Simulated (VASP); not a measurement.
# Ga2As3 (P3m1) in VASP: further runs, part 2 of 2

VASP 6.6.1. Earlier steps stand in the parts before.

## 4. Single point, PBE

INCAR reads:

```
PREC = Accurate
ENCUT = 520
EDIFF = 1E-6
ISMEAR = 0
SIGMA = 0.02
LREAL = False
LASPH = True
NELM = 60
ALGO = Normal
ISIF = 2
LWAVE = False
LCHARG = False
GGA = PE
NBANDS = 52
```

KPOINTS reads:

```
Automatic mesh
0
Gamma
  12 12 2
```

POSCAR reads:

```
Ga2As3
1.0
    4.0307190105      0.0000000000      0.0000000000
   -2.0153595053      3.4907050586      0.0000000000
    0.0000000000      0.0000000000     16.6136499508
Ga As
4 6
Direct
    0.0000000000      0.0000000000      0.4478007627
    0.3333333333      0.6666666667      0.6482696311
    0.3333333333      0.6666666667      0.0469026870
    0.6666666667      0.3333333333      0.2471271189
    0.6666666667      0.3333333333      0.3976458229
    0.0000000000      0.0000000000      0.5983894019
    0.3333333333      0.6666666667      0.7990080382
    0.0000000000      0.0000000000      0.9902133484
    0.3333333333      0.6666666667      0.1971053341
    0.6666666667      0.3333333333      0.8685378549
```

Potentials or basis: VASP PAW PBE potentials, release 64 (Ga_d, As).

Launch:

```console
$ cat potpaw_PBE.64/Ga_d/POTCAR potpaw_PBE.64/As/POTCAR > POTCAR
$ mpirun -np 1 vasp_std > vasp.out
```

OUTCAR:

```text
PREC = Accurate
   ENCUT = 520
   EDIFF = 1E-6
   ISMEAR = 0
   LREAL = False
   LASPH = True
   NELM = 60
   ISIF = 2
   GGA = PE

 ion  position               nearest neighbor table
   1  0.000  0.000  0.448-   5 2.47   5 2.47   5 2.47   6 2.50
   2  0.333  0.667  0.648-   6 2.47   6 2.47   6 2.47   7 2.50
   3  0.333  0.667  0.047-   9 2.50   8 2.51   8 2.51   8 2.51
   4  0.667  0.333  0.247-   9 2.47   9 2.47   9 2.47   5 2.50
   5  0.667  0.333  0.398-   1 2.47   1 2.47   1 2.47   4 2.50
   6  0.000  0.000  0.598-   2 2.47   2 2.47   2 2.47   1 2.50
   7  0.333  0.667  0.799-   2 2.50  10 2.60  10 2.60  10 2.60
   8  0.000  0.000  0.990-   3 2.51   3 2.51   3 2.51
   9  0.333  0.667  0.197-   4 2.47   4 2.47   4 2.47   3 2.50
  10  0.667  0.333  0.869-   7 2.60   7 2.60   7 2.60

  LATTYP: Found a hexagonal cell.
 ALAT       =     4.0307190105
 C/A-ratio  =     4.1217584028

  Lattice vectors:

 A1 = (   4.0307190105,   0.0000000000,   0.0000000000)
 A2 = (  -2.0153595053,   3.4907050586,   0.0000000000)
 A3 = (   0.0000000000,   0.0000000000,  16.6136499508)

Analysis of symmetry for initial positions (statically):
=====================================================================
 Subroutine PRICEL returns:
 Original cell was already a primitive cell.

 Routine SETGRP: Setting up the symmetry group for a
 hexagonal supercell.

 Subroutine GETGRP returns: Found  6 space group operations
 (whereof  6 operations were pure point group operations)
 out of a pool of 24 trial point group operations.

The static configuration has the point symmetry C_3v.

Analysis of symmetry for dynamics (positions and initial velocities):
=====================================================================
 Subroutine PRICEL returns:
[... 149 lines left out ...]
   LORBIT       =      0    0 simple, 1 ext, 2 COOP (PROOUT), +10 PAW based schemes
   GGA     = PE    functional components
   LHFCALC =     F    Hartree Fock is set to
   AEXX    =    0.0000 exact exchange contribution
   IVDW    =     0    specifies the selected vdW correction
   LEPSILON=     F    determine dielectric tensor
   LRPA    =     F    only Hartree local field effects (RPA)
 non-spin polarized calculation
 Gauss-broadening in eV      SIGMA  =   0.02
  energy-cutoff  :      520.00
  volume of cell :      233.75
 maximum number of plane-waves:      6342
 NGX is ok and might be reduce to    30
   NGX = 15   NGY = 15   NGZ = 61

 number of electron      81.9999946 magnetization

 Free energy of the ion-electron system (eV)
  ---------------------------------------------------
  ext. energy  EPLUGINS =         0.00000000
  ---------------------------------------------------
  free energy    TOTEN  =       -41.88166689 eV

  energy without entropy =      -41.88166689  energy(sigma->0) =      -41.88166689

 E-fermi :   3.8737     XC(G=0):  -9.4825

 val. band max:        3.7872944192   @ k =   0.0833   0.0833   0.5000
 cond. band min:       3.9857290308   @ k =   0.0000   0.0000   0.0000
 fundamental gap:      0.1984346116
 Fermi energy:         3.8737065351

 k-point     1 :       0.0000    0.0000    0.0000
  band No.  band energies     occupation
      1     -11.2785      2.00000
      2     -11.2195      2.00000
      3     -11.2195      2.00000
      4     -11.1630      2.00000
      5     -11.1630      2.00000
      6     -11.1357      2.00000
[... 1309 lines left out ...]
     51       8.6097      0.00000
     52       8.8435      0.00000

 [... further k-points ...]

------------------------ aborting loop because EDIFF is reached ----------------------------------------

  FORCE on cell =-STRESS in cart. coord.  units (eV):
  Direction    XX          YY          ZZ          XY          YZ          ZX
  --------------------------------------------------------------------------------------
  -------------------------------------------------------------------------------------
  Total        0.2674701      0.2674701      0.2204744     -0.0000000     -0.0000000      0.0000000
  in kB        1.8332647      1.8332647      1.5111517     -0.0000000     -0.0000000      0.0000000
  external PRESSURE =       1.7258937 kB  Pullay stress =       0.0000000 kB

 VOLUME and BASIS-vectors are now :
 -----------------------------------------------------------------------------
  energy-cutoff  :      520.00
  volume of cell :      233.75
      direct lattice vectors                 reciprocal lattice vectors
     4.030719011  0.000000000  0.000000000     0.248094694  0.143237538  0.000000000
    -2.015359505  3.490705059  0.000000000     0.000000000  0.286475077  0.000000000
     0.000000000  0.000000000 16.613649951     0.000000000  0.000000000  0.060191469

 POSITION                                       TOTAL-FORCE (eV/Angst)
 -----------------------------------------------------------------------------------
      0.00000      0.00000      7.43961        -0.000000     -0.000000      0.001303
     -0.00000      2.32714     10.77012        -0.000000      0.000000      0.004777
     -0.00000      2.32714      0.77922         0.000000     -0.000000     -0.000286
      2.01536      1.16357      4.10568         0.000000      0.000000      0.003188
      2.01536      1.16357      6.60635         0.000000     -0.000000     -0.002129
      0.00000      0.00000      9.94143         0.000000     -0.000000     -0.002216
     -0.00000      2.32714     13.27444         0.000000     -0.000000     -0.010793
      0.00000      0.00000     16.45106         0.000000     -0.000000     -0.015739
     -0.00000      2.32714      3.27464        -0.000000     -0.000000     -0.001977
      2.01536      1.16357     14.42958         0.000000     -0.000000      0.023872
 -----------------------------------------------------------------------------------
    total drift:                               -0.000007      0.000002     -0.002525

  FREE ENERGIE OF THE ION-ELECTRON SYSTEM (eV)
  ---------------------------------------------------
  free  energy   TOTEN  =       -41.8816668925 eV

  energy  without entropy=      -41.8816668925  energy(sigma->0) =      -41.88166689
```

OSZICAR:

```text
N       E                     dE             d eps       ncg     rms          rms(c)
DAV:   1     0.722346923399E+03    0.72235E+03   -0.35852E+04  4304   0.206E+03
DAV:   2     0.818846445603E+02   -0.64046E+03   -0.61270E+03  4248   0.569E+02
DAV:   3    -0.343058437403E+02   -0.11619E+03   -0.11094E+03  4704   0.169E+02
DAV:   4    -0.423451523629E+02   -0.80393E+01   -0.79261E+01  4824   0.438E+01
DAV:   5    -0.426288167778E+02   -0.28366E+00   -0.28227E+00  4984   0.814E+00    0.645E+00
DAV:   6    -0.419073588918E+02    0.72146E+00   -0.14187E+00  5428   0.133E+01    0.377E+00
DAV:   7    -0.418849106192E+02    0.22448E-01   -0.11876E+00  4524   0.550E+00    0.134E+00
DAV:   8    -0.418789103182E+02    0.60003E-02   -0.15312E-01  4584   0.451E+00    0.557E-01
DAV:   9    -0.418805361065E+02   -0.16258E-02   -0.33483E-02  4672   0.113E+00    0.171E-01
DAV:  10    -0.418811581099E+02   -0.62200E-03   -0.67017E-03  4864   0.781E-01    0.928E-02
DAV:  11    -0.418814371880E+02   -0.27908E-03   -0.88050E-04  4596   0.194E-01    0.561E-02
DAV:  12    -0.418816426957E+02   -0.20551E-03   -0.29587E-04  5204   0.794E-02    0.240E-02
DAV:  13    -0.418816650071E+02   -0.22311E-04   -0.44867E-05  4552   0.302E-02    0.738E-03
DAV:  14    -0.418816664143E+02   -0.14072E-05   -0.34602E-06  4064   0.109E-02    0.433E-03
DAV:  15    -0.418816668925E+02   -0.47825E-06   -0.26617E-06  3444   0.110E-02
   1 F= -.41881667E+02 E0= -.41881667E+02  d E =-.183638E-11
```

Wall time 17 min (1 thread of Intel Xeon 8259CL, shared host); peak memory 0.54 GiB.

What came out:

| Property | Result |
| --- | --- |
| Free energy | -41.8817 eV |
| Pressure | 0.2 GPa |
| Largest force | 0.024 eV/Å |
| Band gap on the k mesh | 0.20 eV (least direct gap 0.37 eV) |

Forces on the atoms (eV/Å):
```
Ga   0.000  0.000  0.001
Ga   0.000  0.000  0.005
Ga   0.000  0.000  0.000
Ga   0.000  0.000  0.003
As   0.000  0.000 -0.002
As   0.000  0.000 -0.002
As   0.000  0.000 -0.011
As   0.000  0.000 -0.016
As   0.000  0.000 -0.002
As   0.000  0.000  0.024
```

## 5. The runs side by side

| level | cell | gap on the mesh (eV) | pressure (GPa) | largest force (eV/Å) |
| --- | --- | --- | --- | --- |
| r2SCAN | a = 4.031, b = 4.031, c = 16.613 Å, angles 90.0, 90.0, 120.0°, 10 atoms | 0.37 | -2.5 | 0.22 |
| PBE | a = 4.031, b = 4.031, c = 16.613 Å, angles 90.0, 90.0, 120.0°, 10 atoms | 0.20 | 0.2 | 0.02 |
| PBE | a = 4.031, b = 4.031, c = 16.614 Å, angles 90.0, 90.0, 120.0°, 10 atoms | 0.20 | 0.2 | 0.02 |

Alike in all rows: task single point; potentials or basis VASP PAW PBE potentials, release 64 (Ga_d, As); no spin polarisation; k mesh 12 × 12 × 2; cutoff (eV) 520; smearing gaussian 0.02 eV.

On the cell as given the gap runs from 0.20 eV (PBE) to 0.37 eV (r2SCAN). The pressure there spans -2.5 GPa (r2SCAN) to 0.2 GPa (PBE); a positive pressure means that this level wants a larger cell, a negative one a smaller.

Caveats: the PAW data sets were made with another functional, which shifts forces and pressure a little (at least some runs).

Total energies depend on the potentials used, so only differences within one code and one set of settings carry meaning.
